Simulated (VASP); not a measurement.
Write the native input for VASP 6.6.1 that does the following.

```
Task                   : single point
Functional             : r2SCAN
Potentials or basis    : VASP PAW PBE potentials, release 64 (Au)
Cutoff                 : 520 eV
k mesh                 : 20 × 20 × 20
Occupations            : gaussian, width 0.15 eV
Spin                   : no spin polarisation
Dipole correction      : no
Further INCAR settings : ALGO = Normal; EDIFF = 1e-07; NBANDS = 12
```

Au:

```
CELL_PARAMETERS angstrom
0.00000 1.96879 2.04550
2.12221 0.00000 2.04550
2.12221 1.96879 0.00000
ATOMIC_POSITIONS crystal
Au 0.00000 0.00000 0.00000
```

This cell differs from its parent crystal: strain +0.0375 x Voigt [1, -1, 0, 0, 0, 0].

The input as run:

POSCAR

```
Au
1.0
    0.0000000000      1.9687937500      2.0455000000
    2.1222062500      0.0000000000      2.0455000000
    2.1222062500      1.9687937500      0.0000000000
Au
1
Direct
    0.0000000000      0.0000000000      0.0000000000
```

INCAR.step1

```
ALGO = Normal
EDIFF = 1E-4
ENCUT = 520
GGA = PE
ISMEAR = 0
LASPH = T
LCHARG = F
LREAL = F
LWAVE = T
NBANDS = 12
NELM = 60
PREC = Accurate
SIGMA = 0.15
```

INCAR.step2

```
ALGO = Normal
EDIFF = 1E-7
ENCUT = 520
ISIF = 2
ISMEAR = 0
ISTART = 1
LASPH = T
LCHARG = T
LELF = T
LMIXTAU = T
LREAL = F
LVHAR = T
LWAVE = F
METAGGA = R2SCAN
NBANDS = 12
NELM = 60
PREC = Accurate
SIGMA = 0.15
```

KPOINTS

```
k-points
0
Gamma
  20 20 20
```

Potentials or basis: VASP PAW PBE potentials, release 64 (Au).

Run with:

```bash
$ cat potpaw_PBE.64/Au/POTCAR > POTCAR
$ cp INCAR.step1 INCAR
$ mpirun -np 1 vasp_std > vasp.out
$ cp INCAR.step2 INCAR
$ mpirun -np 1 vasp_std > vasp.out
```

Results of the run:

- Pressure: 4.8 GPa
- Band gap on the k mesh: zero (an odd number of electrons rules out a gap without spin polarisation)

Caveat: the cell differs from its parent crystal (strain +0.0375 x Voigt [1, -1, 0, 0, 0, 0]); the cell stands under pressure; the PAW data sets were made with another functional, which shifts forces and pressure a little; spin-orbit coupling is left out, which moves the levels of the heavy elements.

Run time: 6.1 min on 1 thread of Intel(R) Xeon(R) 6975P-C (Granite Rapids) (shared host), peak memory 0.34 GiB.
